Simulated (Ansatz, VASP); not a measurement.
## KF: VASP beside Ansatz

```
CELL_PARAMETERS angstrom
3.25895 0.00000 0.00000
0.00000 3.25895 0.00000
0.00000 0.00000 3.25895
ATOMIC_POSITIONS crystal
K 0.00000 0.00000 0.00000
F 0.52441 0.47559 0.50000
```

Change from the starting cell: all F atoms moved +0.113 Å, as atom 2 along Cartesian [1 -1 0].

Alike in both runs: task single point; functional PBE; k mesh 8 × 8 × 8; occupations gaussian, width 0.05 eV; no spin polarisation.

|  | VASP | Ansatz |
| --- | --- | --- |
| version | VASP 6.6.1 | Ansatz 0.2.0 |
| potentials or method | VASP PAW PBE potentials, release 64 (K_sv, F), cutoff 520 eV | scalar-relativistic, plane waves, PAW |
| valence electrons in the cell | 16 | 16 |

|  | VASP | Ansatz | Ansatz less VASP |
| --- | --- | --- | --- |
| gap on the k mesh at the Fermi level (eV) | 6.26 | 6.28 | +0.017 |
| least direct gap on the mesh (eV) | 6.31 | 6.33 | +0.016 |
| pressure (GPa) | 0.2 | 0.2 | 0.00 |
| traceless stress, the component that is largest in VASP (GPa) | -0.15 | -0.15 | +0.005 |
| rms of the force components (eV/Å) | 0.053 | 0.050 | -0.0031 |

Atom by atom the forces differ by 0.003 eV/Å (rms over components). The functional is the same, so the differences come from potentials, cutoffs and numerics.
